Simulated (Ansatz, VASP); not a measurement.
Ti3H2: VASP beside Ansatz

```
Ti H
1.0
     3.89689    0.00000    0.00000
    -1.94845    3.37481    0.00000
     0.00000    0.00000    4.85132
Ti H
3 2
Direct
  0.33333 0.66667 0.00000
  0.66667 0.33333 0.00000
  0.66667 0.33333 0.50000
  0.00000 0.00000 0.22231
  0.00000 0.00000 0.77769
```

Alike in both runs: functional PBE; k mesh 5 × 5 × 4; occupations gaussian, width 0.2 eV; no spin polarisation.

Ansatz relaxed the structure, and its values are those at the end. VASP's run is a single point on that final structure, the one shown.

|  | VASP | Ansatz |
| --- | --- | --- |
| version | VASP 6.6.1 | Ansatz 0.2.0 |
| potentials or method | VASP PAW PBE potentials, release 64 (Ti_sv, H), cutoff 500 eV | scalar-relativistic, plane waves, PAW |
| valence electrons in the cell | 38 | 38 |

|  | VASP | Ansatz | Ansatz less VASP |
| --- | --- | --- | --- |
| gap on the k mesh at the Fermi level (eV) | none | none | - |
| pressure (GPa) | 0.4 | 0.1 | -0.27 |
| rms of the force components (eV/Å) | 0.007 | 0.007 | -0.0003 |

A gap of «none» marks a metal or a gap that the smearing closes. With one functional, cell and mesh, what is left measures potentials, basis and numerics.

The k mesh is coarse, so the values compare programs but aren't converged.
